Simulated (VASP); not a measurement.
# Ga3Ir2 (P6/mmm) in VASP: further runs, part 2 of 2

VASP 6.6.1. The steps go on from the part before.

### Step 5. Single point, PBE

This run uses another cell than the first one, of 23.82 Å³/atom.

File INCAR:

```
SYSTEM = Ga3Ir2
  PREC = Accurate
  ENCUT = 520
  EDIFF = 1E-6
  ISMEAR = 0
  SIGMA = 0.1
  LREAL = .FALSE.
  LASPH = .TRUE.
  NELM = 80
  ALGO = Fast
  ISIF = 2
  LWAVE = .FALSE.
  LCHARG = .FALSE.
  GGA = PE
  NBANDS = 36
```

File KPOINTS:

```
Automatic mesh
0
G
  12 12 6
  0 0 0
```

File POSCAR:

```
Ga3Ir2
1.0
    4.2436585324      0.0000000000      0.0000000000
   -2.1218292662      3.6751160941      0.0000000000
    0.0000000000      0.0000000000      7.6371481469
Ga Ir
3 2
Direct
    0.0000000000      0.0000000000      0.6773070292
    0.0000000000      0.0000000000      0.3226929708
    0.0000000000      0.0000000000      0.0000000000
    0.3333333333      0.6666666667      0.5000000000
    0.6666666667      0.3333333333      0.5000000000
```

Potentials or basis: VASP PAW PBE potentials, release 64 (Ga_d, Ir).

Launch:

```console
cat potpaw_PBE.64/Ga_d/POTCAR potpaw_PBE.64/Ir/POTCAR > POTCAR
mpirun -np 1 vasp_std > vasp.out
```

OUTCAR:

```text
SYSTEM = Ga3Ir2
   PREC = Accurate
   ENCUT = 520
   EDIFF = 1E-6
   ISMEAR = 0
   LREAL = .FALSE.
   LASPH = .TRUE.
   NELM = 80
   ISIF = 2
   GGA = PE

 ion  position               nearest neighbor table
   1  0.000  0.000  0.677-   3 2.46   2 2.71   4 2.80   5 2.80   5 2.80   4 2.80   5 2.80   4 2.80

   2  0.000  0.000  0.323-   3 2.46   1 2.71   4 2.80   5 2.80   5 2.80   4 2.80   5 2.80   4 2.80

   3  0.000  0.000  0.000-   1 2.46   2 2.46
   4  0.333  0.667  0.500-   5 2.45   5 2.45   5 2.45   1 2.80   2 2.80   2 2.80   1 2.80   2 2.80
                             1 2.80
   5  0.667  0.333  0.500-   4 2.45   4 2.45   4 2.45   1 2.80   2 2.80   1 2.80   2 2.80   1 2.80
                             2 2.80

  LATTYP: Found a hexagonal cell.
 ALAT       =     4.2436585324
 C/A-ratio  =     1.7996613273

  Lattice vectors:

 A1 = (   4.2436585324,   0.0000000000,   0.0000000000)
 A2 = (  -2.1218292662,   3.6751160941,   0.0000000000)
 A3 = (   0.0000000000,   0.0000000000,   7.6371481469)

Analysis of symmetry for initial positions (statically):
=====================================================================
 Subroutine PRICEL returns:
[... 182 lines left out ...]
 cond. band min:       3.7457347784   @ k =   0.4167   0.0833   0.1667
 fundamental gap:      0.0150501283
 Fermi energy:         3.7456618289

 k-point     1 :       0.0000    0.0000    0.0000
  band No.  band energies     occupation
      1     -11.6620      2.00000
      2     -11.5144      2.00000
      3     -11.5144      2.00000
      4     -11.4480      2.00000
      5     -11.4480      2.00000
      6     -11.1908      2.00000
[... 925 lines left out ...]
     35       8.3514      0.00000
     36       9.3725      0.00000

 [... further k-points ...]

------------------------ aborting loop because EDIFF is reached ----------------------------------------

  FORCE on cell =-STRESS in cart. coord.  units (eV):
  Direction    XX          YY          ZZ          XY          YZ          ZX
  --------------------------------------------------------------------------------------
  -------------------------------------------------------------------------------------
  Total        0.0631288      0.0631288      0.1310089      0.0000000     -0.0000000      0.0000000
  in kB        0.8491717      0.8491717      1.7622547      0.0000000     -0.0000000      0.0000000
  external PRESSURE =       1.1535327 kB  Pullay stress =       0.0000000 kB

 VOLUME and BASIS-vectors are now :
 -----------------------------------------------------------------------------
  energy-cutoff  :      520.00
  volume of cell :      119.11
      direct lattice vectors                 reciprocal lattice vectors
     4.243658532  0.000000000  0.000000000     0.235645727  0.136050124  0.000000000
    -2.121829266  3.675116094  0.000000000     0.000000000  0.272100248  0.000000000
     0.000000000  0.000000000  7.637148147     0.000000000  0.000000000  0.130938929

 POSITION                                       TOTAL-FORCE (eV/Angst)
 -----------------------------------------------------------------------------------
      0.00000      0.00000      5.17269         0.000000      0.000000      0.013369
      0.00000      0.00000      2.46445        -0.000000     -0.000000     -0.013369
      0.00000      0.00000      0.00000         0.000000     -0.000000     -0.000000
     -0.00000      2.45008      3.81857        -0.000000     -0.000000     -0.000000
      2.12183      1.22504      3.81857         0.000000      0.000000     -0.000000
 -----------------------------------------------------------------------------------
    total drift:                                0.000000     -0.000000      0.000000

  FREE ENERGIE OF THE ION-ELECTRON SYSTEM (eV)
  ---------------------------------------------------
  free  energy   TOTEN  =       -24.9088789317 eV

  energy  without entropy=      -24.8807650105  energy(sigma->0) =      -24.89482197
```

stdout:

```text
POSCAR found type information on POSCAR GaIr
 POSCAR found :  2 types and       5 ions
 scaLAPACK will be used
 LDA part: xc-table for (Slater+PW92), standard interpolation
 POSCAR, INCAR and KPOINTS ok, starting setup
 FFT: planning ... GRIDC
 FFT: planning ... GRID_SOFT
 FFT: planning ... GRID
 WAVECAR not read
 entering main loop
```

Wall time 3.6 min (1 thread of Intel Xeon Platinum 8488C (Sapphire Rapids), shared host); peak memory 0.43 GiB.

Results:

```
Free energy            : -24.9089 eV
Pressure               : 0.1 GPa
Largest force          : 0.013 eV/Å
Band gap on the k mesh : zero (an odd number of electrons rules out a gap without spin polarisation)
```

Forces on the atoms (eV/Å):
```
Ga   0.000  0.000  0.013
Ga   0.000  0.000 -0.013
Ga   0.000  0.000  0.000
Ir   0.000  0.000  0.000
Ir   0.000  0.000  0.000
```

Stress tensor (GPa, compression positive):
```
0.08 0.00 0.00
0.00 0.08 0.00
0.00 0.00 0.18
```

Caveat: spin-orbit coupling is left out, which moves the levels of the heavy elements.

### Step 6. Summary

| task | cell | k mesh | cutoff (eV) | gap on the mesh (eV) | pressure (GPa) | largest force (eV/Å) |
| --- | --- | --- | --- | --- | --- | --- |
| single point | a = 4.113, b = 4.113, c = 5.468 Å, angles 90.0, 90.0, 120.0°, 5 atoms, atomic positions A | 6 × 6 × 4 | 520 | none | 94.3 | 10.25 |
| single point | a = 4.255, b = 4.255, c = 7.608 Å, angles 90.0, 90.0, 120.0°, 5 atoms, atomic positions B | 6 × 6 × 4 | 520 | none | -0.1 | 0.02 |
| relaxation of cell and atoms | relaxed from a = 4.113, b = 4.113, c = 5.468 Å, angles 90.0, 90.0, 120.0°, 5 atoms, atomic positions A | 6 × 6 × 4 | 600 | none | 0.0 | 0.02 |
| single point | a = 4.244, b = 4.244, c = 7.637 Å, angles 90.0, 90.0, 120.0°, 5 atoms, atomic positions C | 12 × 12 × 6 | 520 | none | 0.1 | 0.01 |

Alike in all rows: level PBE; potentials or basis VASP PAW PBE potentials, release 64 (Ga_d, Ir); no spin polarisation; smearing gaussian 0.1 eV.

Caveats: spin-orbit coupling is left out, which moves the levels of the heavy elements; the stress differs along the axes, from 44 to 195 GPa (at least some runs); forces of over 1 eV/Å act on the atoms, so gaps and moduli don't describe the material at rest (at least some runs); the volume moved by over 15 % at a fixed basis, so the end points are rough (at least some runs).

Absolute energies hang on the potentials; compare differences alone.

The gap in the log of VASP goes by the Fermi energy; the results here count the filled bands.